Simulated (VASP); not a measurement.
# Cu (P6_3/mmc) in VASP: notebook

Runs on Cu. Level: PBE. Tasks: single point.

Program: VASP 6.6.1. These are calculated values, not measurements. Logs are shortened: lines on timing, memory, paths and dates and some standing lists are left out, and cuts for length are marked.

## Step 1: The cell of the first run

Symmetry: P6_3/mmc, No. 194, hexagonal system. Conventional cell: a = 2.617 Å, b = 2.617 Å, c = 4.170 Å, α = 90.00°, β = 90.00°, γ = 120.00°. Within 3.4 Å of Cu (site symmetry -6m2) lie 12 Cu at 2.57 to 2.62 Å.

## Step 2: Single point, PBE

Contents of INCAR:

```
SYSTEM = Cu
PREC = Accurate
ENCUT = 520
EDIFF = 1E-6
ISMEAR = -4
SIGMA = 0.1
LREAL = .False.
LASPH = .True.
NELM = 80
ALGO = Normal
ISIF = 2
LWAVE = .False.
LCHARG = .False.
GGA = PE
NBANDS = 18
```

Contents of KPOINTS:

```
regular mesh
0
Gamma
  8 8 4
  0 0 0
```

Contents of POSCAR:

```
Cu
1.0
    2.6168730000      0.0000000000      0.0000000000
   -1.3084370000      2.2662820000      0.0000000000
    0.0000000000      0.0000000000      4.1696430000
Cu
2
Direct
    0.3333300000      0.6666700000      0.2500000000
    0.6666600000      0.3333300000      0.7500000000
```

Potentials or basis: VASP PAW PBE potentials, release 64 (Cu).

Command:

```sh
$ cat potpaw_PBE.64/Cu/POTCAR > POTCAR
$ mpirun -np 1 vasp_std > vasp.out
```

OUTCAR:

```text
SYSTEM = Cu
   PREC = Accurate
   ENCUT = 520
   EDIFF = 1E-6
   ISMEAR = -4
   LREAL = .False.
   LASPH = .True.
   NELM = 80
   ISIF = 2
   GGA = PE

 ion  position               nearest neighbor table
   1  0.333  0.667  0.250-   2 2.57   2 2.57   2 2.57   2 2.57   2 2.57   2 2.57
   2  0.667  0.333  0.750-   1 2.57   1 2.57   1 2.57   1 2.57   1 2.57   1 2.57

  LATTYP: Found a hexagonal cell.
 ALAT       =     2.6168730000
 C/A-ratio  =     1.5933684974

  Lattice vectors:

 A1 = (   2.6168730000,   0.0000000000,   0.0000000000)
 A2 = (  -1.3084370000,   2.2662820000,   0.0000000000)
 A3 = (   0.0000000000,   0.0000000000,   4.1696430000)

Analysis of symmetry for initial positions (statically):
=====================================================================
 Subroutine PRICEL returns:
 Original cell was already a primitive cell.

 Routine SETGRP: Setting up the symmetry group for a
 hexagonal supercell.

 Subroutine GETGRP returns: Found  8 space group operations
 (whereof  2 operations were pure point group operations)
 out of a pool of 24 trial point group operations.

The static configuration has the point symmetry C_2 .
 The point group associated with its full space group is D_2h.

Analysis of symmetry for dynamics (positions and initial velocities):
=====================================================================
 Subroutine PRICEL returns:
 Original cell was already a primitive cell.

 Routine SETGRP: Setting up the symmetry group for a
 hexagonal supercell.

 Subroutine GETGRP returns: Found  8 space group operations
 (whereof  2 operations were pure point group operations)
 out of a pool of 24 trial point group operations.

The dynamic configuration has the point symmetry C_2 .
 The point group associated with its full space group is D_2h.

 Subroutine INISYM returns: Found  8 space group operations
 (whereof  2 operations are pure point group operations),
 and found     1 'primitive' translations

----------------------------------------------------------------------------------------

                                     Primitive cell

  volume of cell :      24.7284

  direct lattice vectors                    reciprocal lattice vectors
     2.616873000  0.000000000  0.000000000     0.382135472  0.220625761  0.000000000
[... 78 lines left out ...]
 SYSTEM =  Cu
   PREC   = accura    normal or accurate (medium, high low for compatibility)
   ISTART =      0    job   : 0-new  1-cont  2-samecut
   ICHARG =      2    charge: 1-file 2-atom 10-const
   ISPIN  =      1    spin polarized calculation?
   LNONCOLLINEAR =      F non collinear calculations
   LSORBIT =      F    spin-orbit coupling
   LASPH  =      T    aspherical Exc in radial PAW
   ENCUT  =  520.0 eV  38.22 Ry    6.18 a.u.   4.87  4.87  7.75*2*pi/ulx,y,z
   NELM   =     80;   NELMIN=  2; NELMDL= -5     # of ELM steps
   EDIFF  = 0.1E-05   stopping-criterion for ELM
   LREAL  =      F    real-space projection
   EDIFFG = 0.1E-04   stopping-criterion for IOM
   NSW    =      0    number of steps for IOM
   IBRION =     -1    ionic relax: 0-MD 1-quasi-New 2-CG
   NFREE  =      0    steps in history (QN), initial steepest desc. (CG)
   ISIF   =      2    stress and relaxation
   ISYM   =      2    0-nonsym 1-usesym 2-fastsym
   POTIM  = 0.5000    time-step for ionic-motion
   TEBEG  =    0.0;   TEEND  =   0.0 temperature during run
   PSTRESS=    0.0 pullay stress
   NELECT =      22.0000    total number of electrons
   NUPDOWN=      -1.0000    fix difference up-down
   EMIN   =  10.00;   EMAX   =-10.00  energy-range for DOS
   EFERMI =   0.00;   METHOD = LEGACY
   ISMEAR =    -4;   SIGMA  =   0.10  broadening in eV -4-tet -1-fermi 0-gaus
   EFERMI_NEDOS =   21; number of points for ismear=-14 and -15
   IALGO  =     38    algorithm
   IMIX   =      4    mixing-type and parameters
     AMIX     =   0.40;   BMIX     =  1.00
     AMIX_MAG =   1.60;   BMIX_MAG =  1.00
  volume/ion in A,a.u.               =      12.36        83.44
  Fermi-wavevector in a.u.,A,eV,Ry     =   1.574529  2.975428 33.730754  2.479140
  Thomas-Fermi vector in A             =   2.675649
   LORBIT       =      0    0 simple, 1 ext, 2 COOP (PROOUT), +10 PAW based schemes
   GGA     = PE    functional components
   LHFCALC =     F    Hartree Fock is set to
   AEXX    =    0.0000 exact exchange contribution
   IVDW    =     0    specifies the selected vdW correction
   LEPSILON=     F    determine dielectric tensor
   LRPA    =     F    only Hartree local field effects (RPA)
 non-spin polarized calculation
 Fermi weights with tetrahedron method witout Bloechl corrections
  energy-cutoff  :      520.00
  volume of cell :       24.73
 maximum number of plane-waves:       687
   NGX =  9   NGY =  9   NGZ = 15

 number of electron      22.0000010 magnetization

 Free energy of the ion-electron system (eV)
  ---------------------------------------------------
  ext. energy  EPLUGINS =         0.00000000
  ---------------------------------------------------
  free energy    TOTEN  =        -7.18508804 eV

  energy without entropy =       -7.18508804  energy(sigma->0) =       -7.18508804

 E-fermi :   7.0571     XC(G=0): -12.4685

 val. band max:        6.9530124687   @ k =   0.0000   0.5000   0.0000
 cond. band min:       6.2714460516   @ k =   0.0000   0.3750   0.5000
 fundamental gap:     -0.6815664170
 Fermi energy:         7.0571337693

 k-point     1 :       0.0000    0.0000    0.0000
  band No.  band energies     occupation
      1      -1.9805      2.00000
      2       2.2155      2.00000
      3       4.1433      2.00000
      4       4.1433      2.00000
      5       4.1613      2.00000
      6       4.3519      2.00000
[... 481 lines left out ...]
      5       4.0638      2.00000
      6       4.1799      2.00000
[... 10 lines left out ...]
     17      26.6141      0.00000
     18      27.6043      0.00000

 [... further k-points ...]
[... 5 lines left out ...]
  --------------------------------------------------------------------------------------
  -------------------------------------------------------------------------------------
  Total       -0.5862578     -0.5853396     -0.0718224      0.0000001      0.0000000      0.0000000
  in kB      -37.9842665    -37.9247754     -4.6534499      0.0000084      0.0000000      0.0000000
  external PRESSURE =     -26.8541639 kB  Pullay stress =       0.0000000 kB

 VOLUME and BASIS-vectors are now :
 -----------------------------------------------------------------------------
  energy-cutoff  :      520.00
  volume of cell :       24.73
      direct lattice vectors                 reciprocal lattice vectors
     2.616873000  0.000000000  0.000000000     0.382135472  0.220625761  0.000000000
    -1.308437000  2.266282000  0.000000000     0.000000000  0.441251354  0.000000000
     0.000000000  0.000000000  4.169643000     0.000000000  0.000000000  0.239828686

 POSITION                                       TOTAL-FORCE (eV/Angst)
 -----------------------------------------------------------------------------------
     -0.00001      1.51086      1.04241        -0.000000      0.000274      0.000000
      1.30842      0.75542      3.12723         0.000000     -0.000274      0.000000
 -----------------------------------------------------------------------------------
    total drift:                               -0.000000     -0.000000      0.000000

  FREE ENERGIE OF THE ION-ELECTRON SYSTEM (eV)
  ---------------------------------------------------
  free  energy   TOTEN  =        -7.1850880367 eV

  energy  without entropy=       -7.1850880367  energy(sigma->0) =       -7.18508804
```

Run time: 13 s. Hardware: 1 thread of AMD EPYC 7R13 (Zen 3), shared host; peak memory 0.12 GiB.

Results:

- Free energy: -7.1851 eV
- Pressure: -2.7 GPa
- Band gap on the k mesh: zero (band 11 reaches 9.94 eV, above the bottom of band 12 at 5.08 eV)

Levels at points of the mesh, in eV from the Fermi level:
| k point | band 9 | band 10 | band 11 | band 12 | band 13 | band 14 |
| --- | --- | --- | --- | --- | --- | --- |
| (0.00, 0.00, 0.00) | -2.52 | -1.77 | -1.77 | -0.68 | 3.81 | 20.49 |
| (0.50, 0.00, 0.00) | -1.62 | -1.62 | -0.10 | 1.31 | 7.61 | 8.02 |
| (0.00, 0.50, 0.00) | -1.62 | -1.62 | -0.10 | 1.31 | 7.61 | 8.02 |
| (0.00, 0.00, 0.50) | -1.98 | -1.98 | -1.98 | -1.98 | 12.65 | 12.65 |
| (0.50, 0.00, 0.50) | -1.66 | -1.66 | 0.48 | 0.48 | 4.48 | 4.48 |
| (0.00, 0.50, 0.50) | -1.66 | -1.66 | 0.48 | 0.48 | 4.48 | 4.48 |

Caveat: the k points lie up to 0.38 Å⁻¹ apart.

## Step 3: Single point, PBE

Contents of INCAR:

```
SYSTEM = Cu
PREC = Accurate ; ENCUT = 520
EDIFF = 1E-7 ; ISMEAR = -1
SIGMA = 0.1 ; LREAL = .False.
LASPH = .True. ; NELM = 80
ALGO = Normal ; ISIF = 2
LWAVE = .False. ; LCHARG = .False.
GGA = PE ; ISYM = 0
NBANDS = 18
```

Contents of KPOINTS:

```
Automatic mesh
0
Gamma
  8 8 4
  0.5 0.5 0.5
```

POSCAR is that of step 2.

Potentials or basis: VASP PAW PBE potentials, release 64 (Cu).

Command:

```sh
$ cat potpaw_PBE.64/Cu/POTCAR > POTCAR
$ mpirun -np 1 vasp_std > vasp.out
```

Run time: 1.9 min. Hardware: 1 thread of AMD EPYC 7R13 (Zen 3), shared host; peak memory 0.21 GiB.

The run converged. Its results:

| Property | Result |
| --- | --- |
| Free energy | -7.4487 eV |
| Pressure | -3.6 GPa |
| Band gap on the k mesh | zero (band 11 reaches 9.85 eV, above the bottom of band 12 at 5.34 eV) |

Stress tensor (GPa, compression positive):
```
-5.22  0.00  0.00
 0.00 -5.22  0.00
 0.00  0.00 -0.29
```

Levels at points of the mesh, in eV from the Fermi level:
| k point | band 9 | band 10 | band 11 | band 12 | band 13 | band 14 |
| --- | --- | --- | --- | --- | --- | --- |
| (0.06, 0.06, 0.12) | -2.40 | -2.29 | -1.67 | -0.27 | 5.09 | 16.86 |

Caveat: the k points lie up to 0.38 Å⁻¹ apart.
